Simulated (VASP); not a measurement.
# PbSe (Fm-3m) in VASP: single point with PBEsol

Aim: the single point of PbSe with PBEsol.

Everything below comes from runs of VASP 6.6.1. Logs are shortened: lines on timing, memory, paths and dates and some standing lists are left out, and cuts for length are marked.

## 1. The cell of the first run

The structure is cubic, space group Fm-3m (No. 225). The conventional cell has a = 6.121 Å, b = 6.121 Å, c = 6.121 Å, α = 90.00°, β = 90.00°, γ = 90.00°. Pb (site symmetry m-3m) has 6 Se at 3.06 Å within 4.0 Å. Within 4.0 Å of Se (site symmetry m-3m) lie 6 Pb at 3.06 Å.

## 2. Single point, PBEsol

Contents of INCAR:

```
SYSTEM = PbSe
ALGO     = Normal         ! electronic algorithm
EDIFF    = 1E-6           ! SCF threshold, eV
ENCUT    = 500            ! plane-wave cutoff, eV
GGA      = PS             ! functional
GGA_COMPAT= .FALSE.      
ISIF     = 2              ! what is computed and relaxed
ISMEAR   = -1             ! smearing method
LASPH    = .TRUE.         ! aspherical terms in the spheres
LCHARG   = .FALSE.        ! write CHGCAR
LREAL    = .FALSE.        ! projectors in reciprocal space
LWAVE    = .FALSE.        ! write WAVECAR
NBANDS   = 94             ! bands
NELM     = 120            ! most SCF steps
PREC     = Accurate       ! precision mode
SIGMA    = 0.02           ! smearing width, eV
```

Contents of KPOINTS:

```
k-points
0
G
  2 2 2
  0 0 0
```

Contents of POSCAR:

```
PbSe
1.0
    0.0000000000      6.1213000000      6.1213000000
    6.1213000000      0.0000000000      6.1213000000
    6.1213000000      6.1213000000      0.0000000000
Pb Se
8 8
Direct
    0.0000000000      0.0000000000      0.0000000000
    0.0000000000      0.0000000000      0.5000000000
    0.0000000000      0.5000000000      0.0000000000
    0.0000000000      0.5000000000      0.5000000000
    0.5000000000      0.0000000000      0.0000000000
    0.5000000000      0.0000000000      0.5000000000
    0.5000000000      0.5000000000      0.0000000000
    0.5000000000      0.5000000000      0.5000000000
    0.2500000000      0.2500000000      0.2500000000
    0.2500000000      0.2500000000      0.7500000000
    0.2500000000      0.7500000000      0.2500000000
    0.2500000000      0.7500000000      0.7500000000
    0.7500000000      0.2500000000      0.2500000000
    0.7500000000      0.2500000000      0.7500000000
    0.7500000000      0.7500000000      0.2500000000
    0.7500000000      0.7500000000      0.7500000000
```

Potentials or basis: VASP PAW PBE potentials, release 64 (Pb_d, Se).

On the command line:

```bash
> cat potpaw_PBE.64/Pb_d/POTCAR potpaw_PBE.64/Se/POTCAR > POTCAR
> mpirun -np 1 vasp_std > vasp.out
```

OUTCAR:

```text
SYSTEM = PbSe
   EDIFF = 1E-6
   ENCUT = 500
   GGA = PS
   ISIF = 2
   ISMEAR = -1
   LASPH = .TRUE.
   LREAL = .FALSE.
   NELM = 120
   PREC = Accurate

 ion  position               nearest neighbor table
   1  0.000  0.000  0.000-  10 3.06  11 3.06  12 3.06  13 3.06  14 3.06  15 3.06
   2  0.000  0.000  0.500-   9 3.06  11 3.06  12 3.06  13 3.06  14 3.06  16 3.06
   3  0.000  0.500  0.000-   9 3.06  10 3.06  12 3.06  13 3.06  15 3.06  16 3.06
   4  0.000  0.500  0.500-   9 3.06  10 3.06  11 3.06  14 3.06  15 3.06  16 3.06
   5  0.500  0.000  0.000-   9 3.06  10 3.06  11 3.06  14 3.06  15 3.06  16 3.06
   6  0.500  0.000  0.500-   9 3.06  10 3.06  12 3.06  13 3.06  15 3.06  16 3.06
[... 8 lines left out ...]
  15  0.750  0.750  0.250-   1 3.06   3 3.06   4 3.06   5 3.06   6 3.06   8 3.06
  16  0.750  0.750  0.750-   2 3.06   3 3.06   4 3.06   5 3.06   6 3.06   7 3.06

  LATTYP: Found a face centered cubic cell.
 ALAT       =    12.2426000000

  Lattice vectors:

 A1 = (   0.0000000000,   6.1213000000,   6.1213000000)
 A2 = (   6.1213000000,   0.0000000000,   6.1213000000)
 A3 = (   6.1213000000,   6.1213000000,   0.0000000000)

Analysis of symmetry for initial positions (statically):
=====================================================================
 Subroutine PRICEL returns following result:

  LATTYP: Found a face centered cubic cell.
 ALAT       =     6.1213000000

  Lattice vectors:

 A1 = (   0.0000000000,   3.0606500000,   3.0606500000)
 A2 = (   3.0606500000,   0.0000000000,   3.0606500000)
 A3 = (   3.0606500000,   3.0606500000,   0.0000000000)

   8 primitive cells build up your supercell.

 Routine SETGRP: Setting up the symmetry group for a
 face centered cubic supercell.

 Subroutine GETGRP returns: Found 48 space group operations
 (whereof 48 operations were pure point group operations)
 out of a pool of 48 trial point group operations.

The static configuration has the point symmetry O_h .

Analysis of symmetry for dynamics (positions and initial velocities):
=====================================================================
 Subroutine PRICEL returns following result:

  LATTYP: Found a face centered cubic cell.
 ALAT       =     6.1213000000

  Lattice vectors:

 A1 = (   0.0000000000,   3.0606500000,   3.0606500000)
 A2 = (   3.0606500000,   0.0000000000,   3.0606500000)
 A3 = (   3.0606500000,   3.0606500000,   0.0000000000)

   8 primitive cells build up your supercell.

 Routine SETGRP: Setting up the symmetry group for a
 face centered cubic supercell.

 Subroutine GETGRP returns: Found 48 space group operations
 (whereof 48 operations were pure point group operations)
 out of a pool of 48 trial point group operations.

The dynamic configuration has the point symmetry O_h .

 Subroutine INISYM returns: Found 48 space group operations
 (whereof 48 operations are pure point group operations),
 and found     8 'primitive' translations

----------------------------------------------------------------------------------------

                                     Primitive cell

  volume of cell :      57.3418

  direct lattice vectors                    reciprocal lattice vectors
     0.000000000  3.060650000  3.060650000    -0.163363991  0.163363991  0.163363991
     3.060650000  0.000000000  3.060650000     0.163363991 -0.163363991  0.163363991
     3.060650000  3.060650000  0.000000000     0.163363991  0.163363991 -0.163363991

  length of vectors
     4.328412740  4.328412740  4.328412740     0.282954733  0.282954733  0.282954733

  position of ions in fractional coordinates (direct lattice)
     0.000000000  0.000000000  0.000000000
     0.500000000  0.500000000  0.500000000

  ion indices of the primitive-cell ions
   primitive index   ion index
                 1           1
                 2           9

----------------------------------------------------------------------------------------

 KPOINTS: k-points

Automatic generation of k-mesh.
 Grid dimensions read from file:
 generate k-points for:    2    2    2

 Generating k-lattice:

  Cartesian coordinates                     Fractional coordinates (reciprocal lattice)
    -0.040840998  0.040840998  0.040840998     0.500000000  0.000000000  0.000000000
     0.040840998 -0.040840998  0.040840998     0.000000000  0.500000000  0.000000000
     0.040840998  0.040840998 -0.040840998     0.000000000  0.000000000  0.500000000

  Length of vectors
     0.070738683  0.070738683  0.070738683

  Shift w.r.t. Gamma in fractional coordinates (k-lattice)
     0.000000000  0.000000000  0.000000000

 Subroutine IBZKPT returns following result:
 ===========================================

 Found      3 irreducible k-points:

 Following reciprocal coordinates:
            Coordinates               Weight
  0.000000  0.000000  0.000000      1.000000
  0.500000  0.000000  0.000000      4.000000
  0.500000  0.500000  0.000000      3.000000
   k-points           NKPTS =      3   k-points in BZ     NKDIM =      3   number of bands    NBANDS=     94
   number of dos      NEDOS =    301   number of ions     NIONS =     16
   total plane-waves  NPLWV = 262144
   dimension x,y,z NGX =    64 NGY =   64 NGZ =   64
   dimension x,y,z NGXF=   128 NGYF=  128 NGZF=  128
   ions per type =               8   8
   NGX,Y,Z   is equivalent  to a cutoff of  12.29, 12.29, 12.29 a.u.
   NGXF,Y,Z  is equivalent  to a cutoff of  24.58, 24.58, 24.58 a.u.
 SYSTEM =  PbSe
   PREC   = accura    normal or accurate (medium, high low for compatibility)
   ISTART =      0    job   : 0-new  1-cont  2-samecut
   ICHARG =      2    charge: 1-file 2-atom 10-const
   ISPIN  =      1    spin polarized calculation?
   LNONCOLLINEAR =      F non collinear calculations
   LSORBIT =      F    spin-orbit coupling
   LASPH  =      T    aspherical Exc in radial PAW
   ENCUT  =  500.0 eV  36.75 Ry    6.06 a.u.  15.78 15.78 15.78*2*pi/ulx,y,z
   NELM   =    120;   NELMIN=  2; NELMDL= -5     # of ELM steps
   EDIFF  = 0.1E-05   stopping-criterion for ELM
   LREAL  =      F    real-space projection
   EDIFFG = 0.1E-04   stopping-criterion for IOM
   NSW    =      0    number of steps for IOM
   IBRION =     -1    ionic relax: 0-MD 1-quasi-New 2-CG
   NFREE  =      0    steps in history (QN), initial steepest desc. (CG)
   ISIF   =      2    stress and relaxation
   ISYM   =      2    0-nonsym 1-usesym 2-fastsym
   POTIM  = 0.5000    time-step for ionic-motion
   TEBEG  =    0.0;   TEEND  =   0.0 temperature during run
   PSTRESS=    0.0 pullay stress
   NELECT =     160.0000    total number of electrons
   NUPDOWN=      -1.0000    fix difference up-down
   EMIN   =  10.00;   EMAX   =-10.00  energy-range for DOS
   EFERMI =   0.00;   METHOD = LEGACY
   ISMEAR =    -1;   SIGMA  =   0.02  broadening in eV -4-tet -1-fermi 0-gaus
   EFERMI_NEDOS =   21; number of points for ismear=-14 and -15
   IALGO  =     38    algorithm
   IMIX   =      4    mixing-type and parameters
     AMIX     =   0.40;   BMIX     =  1.00
     AMIX_MAG =   1.60;   BMIX_MAG =  1.00
  volume/ion in A,a.u.               =      28.67       193.48
  Fermi-wavevector in a.u.,A,eV,Ry     =   1.152377  2.177676 18.068159  1.327972
  Thomas-Fermi vector in A             =   2.289028
   LORBIT       =      0    0 simple, 1 ext, 2 COOP (PROOUT), +10 PAW based schemes
   GGA     = PS    functional components
   LHFCALC =     F    Hartree Fock is set to
   AEXX    =    0.0000 exact exchange contribution
   IVDW    =     0    specifies the selected vdW correction
   LEPSILON=     F    determine dielectric tensor
   LRPA    =     F    only Hartree local field effects (RPA)
 non-spin polarized calculation
  energy-cutoff  :      500.00
  volume of cell :      458.73
 maximum number of plane-waves:     11702
 NGX is ok and might be reduce to    64
   NGX = 31   NGY = 31   NGZ = 31

 number of electron     160.0000000 magnetization

 Free energy of the ion-electron system (eV)
  ---------------------------------------------------
  ext. energy  EPLUGINS =         0.00000000
  ---------------------------------------------------
  free energy    TOTEN  =       -71.26209183 eV

  energy without entropy =      -71.26061738  energy(sigma->0) =      -71.26135460

 E-fermi :   5.0075     XC(G=0):  -9.7221

 val. band max:        4.9053931295   @ k =   0.0000   0.0000   0.0000
 cond. band min:       5.1095521156   @ k =   0.0000   0.0000   0.0000
 fundamental gap:      0.2041589861
 Fermi energy:         5.0074725994

 k-point     1 :       0.0000    0.0000    0.0000
  band No.  band energies     occupation
      1     -11.9683      2.00000
      2     -11.9683      2.00000
      3     -11.9683      2.00000
      4     -11.8613      2.00000
      5     -11.8613      2.00000
      6     -11.8613      2.00000
[... 84 lines left out ...]
     91       6.5601      0.00000
     92       6.5601      0.00000

 k-point     2 :       0.5000    0.0000    0.0000
  band No.  band energies     occupation
      1     -11.9123      2.00000
      2     -11.9123      2.00000
      3     -11.9123      2.00000
      4     -11.9123      2.00000
      5     -11.9123      2.00000
      6     -11.9123      2.00000
[... 84 lines left out ...]
     91       7.7814      0.00000
     92       7.7814      0.00000

 k-point     3 :       0.5000    0.5000    0.0000
  band No.  band energies     occupation
      1     -11.9310      2.00000
      2     -11.9310      2.00000
      3     -11.8858      2.00000
      4     -11.8858      2.00000
      5     -11.8761      2.00000
      6     -11.8761      2.00000
[... 84 lines left out ...]
     91       7.2697      0.00000
     92       7.2697      0.00000
 [bands above 92 left out]

------------------------ aborting loop because EDIFF is reached ----------------------------------------

  FORCE on cell =-STRESS in cart. coord.  units (eV):
  Direction    XX          YY          ZZ          XY          YZ          ZX
  --------------------------------------------------------------------------------------
  -------------------------------------------------------------------------------------
  Total       -1.4280064     -1.4280064     -1.4280064      0.0000000      0.0000000      0.0000000
  in kB       -4.9874639     -4.9874639     -4.9874639      0.0000000      0.0000000      0.0000000
  external PRESSURE =      -4.9874639 kB  Pullay stress =       0.0000000 kB

 VOLUME and BASIS-vectors are now :
 -----------------------------------------------------------------------------
  energy-cutoff  :      500.00
  volume of cell :      458.73
      direct lattice vectors                 reciprocal lattice vectors
     0.000000000  6.121300000  6.121300000    -0.081681996  0.081681996  0.081681996
     6.121300000  0.000000000  6.121300000     0.081681996 -0.081681996  0.081681996
     6.121300000  6.121300000  0.000000000     0.081681996  0.081681996 -0.081681996

 POSITION                                       TOTAL-FORCE (eV/Angst)
 -----------------------------------------------------------------------------------
      0.00000      0.00000      0.00000         0.000000      0.000000     -0.000000
      3.06065      3.06065      0.00000         0.000000      0.000000      0.000000
      3.06065      0.00000      3.06065         0.000000     -0.000000     -0.000000
      6.12130      3.06065      3.06065        -0.000000      0.000000      0.000000
      0.00000      3.06065      3.06065         0.000000     -0.000000     -0.000000
      3.06065      6.12130      3.06065         0.000000     -0.000000      0.000000
[... 8 lines left out ...]
      6.12130      6.12130      9.18195        -0.000000      0.000000      0.000000
      9.18195      9.18195      9.18195        -0.000000      0.000000      0.000000
 -----------------------------------------------------------------------------------
    total drift:                                0.000000      0.000000      0.000000

  FREE ENERGIE OF THE ION-ELECTRON SYSTEM (eV)
  ---------------------------------------------------
  free  energy   TOTEN  =       -71.2620918297 eV

  energy  without entropy=      -71.2606173801  energy(sigma->0) =      -71.26135460
```

Run time: 4.2 min. Hardware: 1 thread of AMD EPYC 7R43 (Zen 3), shared host; peak memory 0.56 GiB.

Results:

- Free energy: -71.2621 eV
- Pressure: -0.5 GPa
- Band gap on the k mesh: 0.20 eV

Caveat: the k points lie up to 0.44 Å⁻¹ apart; the PAW data sets were made with another functional, which shifts forces and pressure a little; spin-orbit coupling is left out, which moves the levels of the heavy elements.
